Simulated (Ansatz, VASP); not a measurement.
**Two plane-wave programs on ScIn4**

```
CELL_PARAMETERS angstrom
4.26423 0.00000 0.00000
2.00394 5.32703 0.00000
2.12235 -0.11482 5.34500
ATOMIC_POSITIONS crystal
Sc 0.00000 0.00000 0.50000
In 0.80575 0.80492 0.08978
In 0.39272 0.40594 0.30738
In 0.60728 0.59406 0.69262
In 0.19425 0.19508 0.91022
```

Change from the starting cell: the structure that the rattled cell fell into.

Alike in both runs: task single point; functional PBE; k mesh 6 × 4 × 4; occupations gaussian, width 0.1 eV; no spin polarisation.

|  | VASP | Ansatz |
| --- | --- | --- |
| version | VASP 6.6.1 | Ansatz 0.2.0 |
| potentials or method | VASP PAW PBE potentials, release 64 (Sc_sv, In_d), cutoff 520 eV | scalar-relativistic, plane waves, PAW |
| valence electrons in the cell | 63 | 63 |

```tsv
	VASP	Ansatz	Ansatz less VASP
gap on the k mesh at the Fermi level (eV)	none	none	-
pressure (GPa)	0.8	0.8	-0.01
traceless stress, the component that is largest in VASP (GPa)	0.73	0.73	-0.001
rms of the force components (eV/Å)	0.052	0.052	+0.0001
```

Atom by atom the forces differ by 0.001 eV/Å (rms over components). A gap of «none» marks a metal or a gap that the smearing closes. With one functional, cell and mesh, what is left measures potentials, basis and numerics.
